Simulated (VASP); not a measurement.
WS:

```
CELL_PARAMETERS angstrom
3.00789 0.00000 0.00000
0.00000 3.00789 0.00000
0.00000 0.00000 3.00789
ATOMIC_POSITIONS crystal
W 0.50000 0.50000 0.50000
S 0.00000 0.00000 0.00000
```

* Program: VASP 6.6.1
* Task: relaxation of cell and atoms
* Functional: revPBE
* Dispersion: D4
* Potentials or basis: VASP PAW PBE potentials, release 64 (W_sv, S)
* Cutoff: 600 eV
* k mesh: 9 × 9 × 9
* Occupations: fermi-dirac, width 0.05 eV
* Spin: no spin polarisation

At the start: pressure -9.0 GPa; volume 13.61 Å³/atom.

Question: Where does the relaxation end?

Answer: Over 4 steps the energy falls by 14.3 meV/atom and the volume is 13.12 Å³/atom (-3.6 %); space group Pm-3m (No. 221, to 0.05 Å).

Step by step:
| step | energy change (eV) | largest force (eV/Å) | pressure (GPa) | volume (Å³) |
| --- | --- | --- | --- | --- |
| 1 | 0.0000 | 0.0000 | -9.00 | 27.21 |
| 2 | 0.1070 | 0.0000 | 24.32 | 24.31 |
| 3 | -0.0285 | 0.0000 | -0.26 | 26.26 |
| 4 | -0.0286 | 0.0000 | -0.06 | 26.23 |

Final structure:
```cif
data_structure
_symmetry_space_group_name_H-M 'P 1'
_symmetry_Int_Tables_number 1
_cell_length_a 2.9714
_cell_length_b 2.9714
_cell_length_c 2.9714
_cell_angle_alpha 90.000
_cell_angle_beta 90.000
_cell_angle_gamma 90.000
_cell_volume 26.23
loop_
_atom_site_label
_atom_site_type_symbol
_atom_site_fract_x
_atom_site_fract_y
_atom_site_fract_z
_atom_site_occupancy
W1 W 0.50000 0.50000 0.50000 1
S1 S 0.00000 0.00000 0.00000 1
```

Caveat: the PAW data sets were made with another functional, which shifts forces and pressure a little; pairwise dispersion overbinds metals, which lowers pressure and volume.
